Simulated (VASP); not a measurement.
# CrCuO2 (R-3m) in VASP: single point with r2SCAN

Aim: the single point of CrCuO2 with r2SCAN.

Everything below comes from runs of VASP 6.6.1. Logs are shortened: lines on timing, memory, paths and dates and some standing lists are left out, and cuts for length are marked.

## 1. The cell of the first run

It takes space group R-3m (No. 166, trigonal). Conventional cell: a = 2.973 Å, b = 2.973 Å, c = 17.100 Å, α = 90.00°, β = 90.00°, γ = 120.00°. Within 2.6 Å of Cr (site symmetry -3m) lie 6 O at 1.99 Å. Cu (site symmetry -3m) has 2 O at 1.85 Å within 2.4 Å. Within 2.4 Å of O (site symmetry 3m) lie 1 Cu at 1.85 Å and 3 Cr at 1.99 Å.

## 2. Single point, r2SCAN, collinear spin, ferromagnetic start

POSCAR

```
CrCuO2
1.0
    1.4867000139      0.8583466533      5.7000000000
   -1.4867000139      0.8583466533      5.7000000000
    0.0000000000     -1.7166933065      5.7000000000
Cr Cu O
1 1 2
Direct
    0.5000000000      0.5000000000      0.5000000000
    0.0000000000      0.0000000000      0.0000000000
    0.1079200000      0.1079200000      0.1079200000
    0.8920800000      0.8920800000      0.8920800000
```

INCAR.step1

```
SYSTEM = CrCuO2
  ALGO = Normal
  EDIFF = 1E-5
  ENCUT = 660
  GGA = PE
  GGA_COMPAT = .False.
  ISMEAR = 0
  ISPIN = 2
  LASPH = .True.
  LCHARG = .False.
  LMAXMIX = 4
  LREAL = .False.
  LWAVE = .True.
  MAGMOM = 3 1 0 0
  NBANDS = 30
  NELM = 200
  PREC = Accurate
  SIGMA = 0.1
```

INCAR.step2

```
SYSTEM = CrCuO2
  ALGO = Normal
  EDIFF = 1E-6
  ENCUT = 660
  GGA_COMPAT = .False.
  ISIF = 2
  ISMEAR = 0
  ISPIN = 2
  ISTART = 1
  LASPH = .True.
  LCHARG = .False.
  LMAXMIX = 4
  LMIXTAU = .True.
  LORBIT = 11
  LREAL = .False.
  LWAVE = .False.
  MAGMOM = 3 1 0 0
  METAGGA = R2SCAN
  NBANDS = 30
  NELM = 200
  PREC = Accurate
  SIGMA = 0.1
```

KPOINTS

```
k-points
0
Gamma
  6 6 6
  0 0 0
```

Potentials or basis: VASP PAW PBE potentials, release 64 (Cr_pv, Cu, O).

Command:

```
$ cat potpaw_PBE.64/Cr_pv/POTCAR potpaw_PBE.64/Cu/POTCAR potpaw_PBE.64/O/POTCAR > POTCAR
$ cp INCAR.step1 INCAR
$ mpirun -np 1 vasp_std > vasp.out
$ cp INCAR.step2 INCAR
$ mpirun -np 1 vasp_std > vasp.out
```

OUTCAR:

```text
SYSTEM = CrCuO2
   EDIFF = 1E-6
   ENCUT = 660
   ISIF = 2
   ISMEAR = 0
   ISPIN = 2
   ISTART = 1
   LASPH = .True.
   LORBIT = 11
   LREAL = .False.
   METAGGA = R2SCAN
   NELM = 200
   PREC = Accurate

 ion  position               nearest neighbor table
   1  0.500  0.500  0.500-   3 1.99   3 1.99   4 1.99   4 1.99   3 1.99   4 1.99
   2  0.000  0.000  0.000-   3 1.85   4 1.85
   3  0.108  0.108  0.108-   2 1.85   1 1.99   1 1.99   1 1.99
   4  0.892  0.892  0.892-   2 1.85   1 1.99   1 1.99   1 1.99

  LATTYP: Found a trigonal (rhomboedric) cell.
 ALAT       =     5.9529014698
 COS(alpha) =     0.8752561057

  Lattice vectors:

 A1 = (   1.4867000139,   0.8583466533,   5.7000000000)
 A2 = (  -1.4867000139,   0.8583466533,   5.7000000000)
 A3 = (   0.0000000000,  -1.7166933065,   5.7000000000)

Analysis of symmetry for initial positions (statically):
=====================================================================
 Subroutine PRICEL returns:
 Original cell was already a primitive cell.

 Routine SETGRP: Setting up the symmetry group for a
 trigonal (rhombohedral) supercell.

 Subroutine GETGRP returns: Found 12 space group operations
 (whereof 12 operations were pure point group operations)
 out of a pool of 12 trial point group operations.

The static configuration has the point symmetry D_3d.

Analysis of symmetry for dynamics (positions and initial velocities):
=====================================================================
 Subroutine PRICEL returns:
 Original cell was already a primitive cell.

 Routine SETGRP: Setting up the symmetry group for a
 trigonal (rhombohedral) supercell.

 Subroutine GETGRP returns: Found 12 space group operations
 (whereof 12 operations were pure point group operations)
 out of a pool of 12 trial point group operations.

The dynamic configuration has the point symmetry D_3d.

Analysis of structural, dynamic, and magnetic symmetry:
=====================================================================
 Subroutine PRICEL returns:
 Original cell was already a primitive cell.

 Routine SETGRP: Setting up the symmetry group for a
 trigonal (rhombohedral) supercell.

 Subroutine GETGRP returns: Found 12 space group operations
 (whereof 12 operations were pure point group operations)
 out of a pool of 12 trial point group operations.

The overall configuration has the point symmetry D_3d.

 Subroutine INISYM returns: Found 12 space group operations
 (whereof 12 operations are pure point group operations),
 and found     1 'primitive' translations

----------------------------------------------------------------------------------------

                                     Primitive cell

  volume of cell :      43.6428

  direct lattice vectors                    reciprocal lattice vectors
     1.486700014  0.858346653  5.700000000     0.336315326  0.194171744  0.058479532
    -1.486700014  0.858346653  5.700000000    -0.336315326  0.194171744  0.058479532
     0.000000000 -1.716693307  5.700000000     0.000000000 -0.388343488  0.058479532

  length of vectors
     5.952901470  5.952901470  5.952901470     0.392721938  0.392721938  0.392721938

  position of ions in fractional coordinates (direct lattice)
     0.500000000  0.500000000  0.500000000
     0.000000000  0.000000000  0.000000000
     0.107920000  0.107920000  0.107920000
     0.892080000  0.892080000  0.892080000

  ion indices of the primitive-cell ions
   primitive index   ion index
                 1           1
                 2           2
                 3           3
                 4           4

----------------------------------------------------------------------------------------

 KPOINTS: k-points

Automatic generation of k-mesh.
 Grid dimensions read from file:
 generate k-points for:    6    6    6

 Generating k-lattice:

  Cartesian coordinates                     Fractional coordinates (reciprocal lattice)
     0.056052554  0.032361957  0.009746589     0.166666667 -0.000000000 -0.000000000
    -0.056052554  0.032361957  0.009746589    -0.000000000  0.166666667 -0.000000000
     0.000000000 -0.064723915  0.009746589     0.000000000  0.000000000  0.166666667

  Length of vectors
     0.065453656  0.065453656  0.065453656

  Shift w.r.t. Gamma in fractional coordinates (k-lattice)
     0.000000000  0.000000000  0.000000000

 Subroutine IBZKPT returns following result:
 ===========================================

 Found     32 irreducible k-points:

 Following reciprocal coordinates:
            Coordinates               Weight
  0.000000  0.000000  0.000000      1.000000
  0.166667 -0.000000  0.000000      6.000000
  0.333333  0.000000  0.000000      6.000000
  0.500000  0.000000  0.000000      3.000000
  0.166667  0.166667  0.000000      6.000000
  0.333333  0.166667  0.000000     12.000000
[... 16 lines left out ...]
  0.500000  0.500000  0.166667      6.000000
 -0.333333  0.500000  0.166667     12.000000
 [... further k-points ...]
   k-points           NKPTS =     32   k-points in BZ     NKDIM =     32   number of bands    NBANDS=     30
   number of dos      NEDOS =    301   number of ions     NIONS =      4
   total plane-waves  NPLWV = 125000
   dimension x,y,z NGX =    50 NGY =   50 NGZ =   50
   dimension x,y,z NGXF=   100 NGYF=  100 NGZF=  100
   ions per type =               1   1   2
   NGX,Y,Z   is equivalent  to a cutoff of  13.96, 13.96, 13.96 a.u.
   NGXF,Y,Z  is equivalent  to a cutoff of  27.93, 27.93, 27.93 a.u.
 SYSTEM =  CrCuO2
   PREC   = accura    normal or accurate (medium, high low for compatibility)
   ISTART =      1    job   : 0-new  1-cont  2-samecut
   ICHARG =      0    charge: 1-file 2-atom 10-const
   ISPIN  =      2    spin polarized calculation?
   LNONCOLLINEAR =      F non collinear calculations
   LSORBIT =      F    spin-orbit coupling
   LASPH  =      T    aspherical Exc in radial PAW
   ENCUT  =  660.0 eV  48.51 Ry    6.96 a.u.  12.47 12.47 12.47*2*pi/ulx,y,z
   NELM   =    200;   NELMIN=  2; NELMDL=  0     # of ELM steps
   EDIFF  = 0.1E-05   stopping-criterion for ELM
   LREAL  =      F    real-space projection
   EDIFFG = 0.1E-04   stopping-criterion for IOM
   NSW    =      0    number of steps for IOM
   IBRION =     -1    ionic relax: 0-MD 1-quasi-New 2-CG
   NFREE  =      0    steps in history (QN), initial steepest desc. (CG)
   ISIF   =      2    stress and relaxation
   ISYM   =      2    0-nonsym 1-usesym 2-fastsym
   POTIM  = 0.5000    time-step for ionic-motion
   TEBEG  =    0.0;   TEEND  =   0.0 temperature during run
   PSTRESS=    0.0 pullay stress
   NELECT =      35.0000    total number of electrons
   NUPDOWN=      -1.0000    fix difference up-down
   EMIN   =  10.00;   EMAX   =-10.00  energy-range for DOS
   EFERMI =   0.00;   METHOD = LEGACY
   ISMEAR =     0;   SIGMA  =   0.10  broadening in eV -4-tet -1-fermi 0-gaus
   EFERMI_NEDOS =   21; number of points for ismear=-14 and -15
   IALGO  =     38    algorithm
   IMIX   =      4    mixing-type and parameters
     AMIX     =   0.40;   BMIX     =  1.00
     AMIX_MAG =   1.60;   BMIX_MAG =  1.00
  volume/ion in A,a.u.               =      10.91        73.63
  Fermi-wavevector in a.u.,A,eV,Ry     =   1.520992  2.874257 31.475924  2.313415
  Thomas-Fermi vector in A             =   2.629767
   LORBIT       =     11    0 simple, 1 ext, 2 COOP (PROOUT), +10 PAW based schemes
   METAGGA = R2SCAN    functional components
   LHFCALC =     F    Hartree Fock is set to
   AEXX    =    0.0000 exact exchange contribution
   IVDW    =     0    specifies the selected vdW correction
   LEPSILON=     F    determine dielectric tensor
   LRPA    =     F    only Hartree local field effects (RPA)
 spin polarized calculation
 Gauss-broadening in eV      SIGMA  =   0.10
  energy-cutoff  :      660.00
  volume of cell :       43.64
 maximum number of plane-waves:      1697
 NGX is ok and might be reduce to    50
   NGX = 25   NGY = 25   NGZ = 25

 number of electron      35.0000000 magnetization       2.9999999

 Free energy of the ion-electron system (eV)
  ---------------------------------------------------
  ext. energy  EPLUGINS =         0.00000000
  ---------------------------------------------------
  free energy    TOTEN  =       -44.87649706 eV

  energy without entropy =      -44.87649706  energy(sigma->0) =      -44.87649706

 E-fermi :   6.0732     XC(G=0): -12.2986

 val. band max:        5.6240026498   @ k =  -0.1667   0.5000   0.1667
 cond. band min:       7.0282358276   @ k =   0.0000   0.0000   0.0000
 fundamental gap:      1.4042331778
 Fermi energy:         6.0731943249

 spin component 1

 k-point     1 :       0.0000    0.0000    0.0000
  band No.  band energies     occupation
      1     -40.4041      1.00000
      2     -40.3286      1.00000
      3     -40.3286      1.00000
      4     -15.5580      1.00000
      5     -14.0814      1.00000
      6      -2.6510      1.00000
[... 21 lines left out ...]
     28      23.7233      0.00000
     29      24.5589      0.00000

 k-point     2 :       0.1667   -0.0000    0.0000
  band No.  band energies     occupation
      1     -40.3956      1.00000
      2     -40.3746      1.00000
      3     -40.3387      1.00000
      4     -15.2970      1.00000
      5     -14.1135      1.00000
      6      -2.2602      1.00000
[... 21 lines left out ...]
     28      21.5850      0.00000
     29      21.9330      0.00000

 k-point     3 :       0.3333    0.0000    0.0000
  band No.  band energies     occupation
      1     -40.4664      1.00000
      2     -40.3779      1.00000
      3     -40.3587      1.00000
      4     -14.7289      1.00000
      5     -14.1926      1.00000
      6      -1.4927      1.00000
[... 638 lines left out ...]
      5     -14.2623      1.00000
      6      -1.7475      1.00000
[... 21 lines left out ...]
     28      19.7280      0.00000
     29      20.6793      0.00000

 k-point    24 :      -0.3333    0.5000    0.1667
  band No.  band energies     occupation
      1     -40.4875      1.00000
      2     -40.3932      1.00000
      3     -40.3692      1.00000
      4     -14.4159      1.00000
      5     -14.2438      1.00000
      6      -1.6448      1.00000
[... 21 lines left out ...]
     28      19.9026      0.00000
     29      20.4109      0.00000

 [... further k-points ...]

 spin component 2

 k-point     1 :       0.0000    0.0000    0.0000
  band No.  band energies     occupation
      1     -36.6234      1.00000
      2     -36.6234      1.00000
      3     -36.6151      1.00000
      4     -15.4898      1.00000
      5     -14.0253      1.00000
      6      -2.2147      1.00000
[... 21 lines left out ...]
     28      24.3744      0.00000
     29      24.8133      0.00000

 k-point     2 :       0.1667   -0.0000    0.0000
  band No.  band energies     occupation
      1     -36.6813      1.00000
      2     -36.6354      1.00000
      3     -36.6029      1.00000
      4     -15.2272      1.00000
      5     -14.0607      1.00000
      6      -1.8559      1.00000
[... 21 lines left out ...]
     28      22.0327      0.00000
     29      22.4770      0.00000

 k-point     3 :       0.3333    0.0000    0.0000
  band No.  band energies     occupation
      1     -36.7953      1.00000
      2     -36.6593      1.00000
      3     -36.5783      1.00000
      4     -14.6613      1.00000
      5     -14.1435      1.00000
      6      -1.1608      1.00000
[... 638 lines left out ...]
      5     -14.2077      1.00000
      6      -1.2966      1.00000
[... 21 lines left out ...]
     28      20.0290      0.00000
     29      21.7119      0.00000

 k-point    24 :      -0.3333    0.5000    0.1667
  band No.  band energies     occupation
      1     -36.8211      1.00000
      2     -36.7020      1.00000
      3     -36.5662      1.00000
      4     -14.3653      1.00000
      5     -14.1818      1.00000
      6      -1.1948      1.00000
[... 21 lines left out ...]
     28      21.1955      0.00000
     29      21.2487      0.00000

 [... further k-points ...]

 [bands above 29 left out]

------------------------ aborting loop because EDIFF is reached ----------------------------------------

  FORCE on cell =-STRESS in cart. coord.  units (eV):
  Direction    XX          YY          ZZ          XY          YZ          ZX
  --------------------------------------------------------------------------------------
  -------------------------------------------------------------------------------------
  Total        0.2214033      0.2214033     -0.1340201      0.0000000     -0.0000000     -0.0000000
  in kB        8.1279769      8.1279769     -4.9200375      0.0000000     -0.0000000     -0.0000000
  external PRESSURE =       3.7786387 kB  Pullay stress =       0.0000000 kB

 VOLUME and BASIS-vectors are now :
 -----------------------------------------------------------------------------
  energy-cutoff  :      660.00
  volume of cell :       43.64
      direct lattice vectors                 reciprocal lattice vectors
     1.486700014  0.858346653  5.700000000     0.336315326  0.194171744  0.058479532
    -1.486700014  0.858346653  5.700000000    -0.336315326  0.194171744  0.058479532
     0.000000000 -1.716693307  5.700000000     0.000000000 -0.388343488  0.058479532

 POSITION                                       TOTAL-FORCE (eV/Angst)
 -----------------------------------------------------------------------------------
      0.00000      0.00000      8.55000        -0.000000     -0.000000     -0.000000
      0.00000      0.00000      0.00000         0.000000     -0.000000     -0.000000
      0.00000      0.00000      1.84543        -0.000000     -0.000000     -0.042699
      0.00000      0.00000     15.25457        -0.000000      0.000000      0.042699
 -----------------------------------------------------------------------------------
    total drift:                               -0.000000      0.000000      0.000000

  FREE ENERGIE OF THE ION-ELECTRON SYSTEM (eV)
  ---------------------------------------------------
  free  energy   TOTEN  =       -44.8764970584 eV

  energy  without entropy=      -44.8764970584  energy(sigma->0) =      -44.87649706

 total charge

# of ion       s       p       d       tot
------------------------------------------
    1        0.426   6.340   4.046  10.813
    2        0.436   0.325   9.241  10.002
    3        1.555   3.540   0.000   5.095
    4        1.555   3.540   0.000   5.095
--------------------------------------------------
tot          3.971  13.746  13.287  31.004

 magnetization (x)

# of ion       s       p       d       tot
------------------------------------------
    1        0.056   0.026   2.802   2.883
    2        0.017   0.008  -0.004   0.021
    3        0.000   0.002   0.000   0.002
    4        0.000   0.002   0.000   0.002
--------------------------------------------------
tot          0.073   0.038   2.798   2.908
```

Wall time 43 min (1 thread of Intel Xeon 8259CL, shared host); peak memory 0.55 GiB.

What came out:

```yaml
Free_energy: -44.8765 eV
Pressure: 0.4 GPa
Largest_force: 0.043 eV/Å
Band_gap_on_the_k_mesh: 1.40 eV (least direct gap 1.42 eV)
Net_moment: 3.00 μB per cell
Site_moments: Cr +2.88; Cu +0.02; O +0.00 μB
Valence_electrons_inside_the_program's_atomic_spheres: Cr 10.81; Cu 10.00; O 5.09
```

Forces on the atoms (eV/Å):
```
Cr   0.000  0.000  0.000
Cu   0.000  0.000  0.000
O    0.000  0.000 -0.043
O    0.000  0.000  0.043
```

Caveat: the PAW data sets were made with another functional, which shifts forces and pressure a little. A k mesh can miss the band edges.
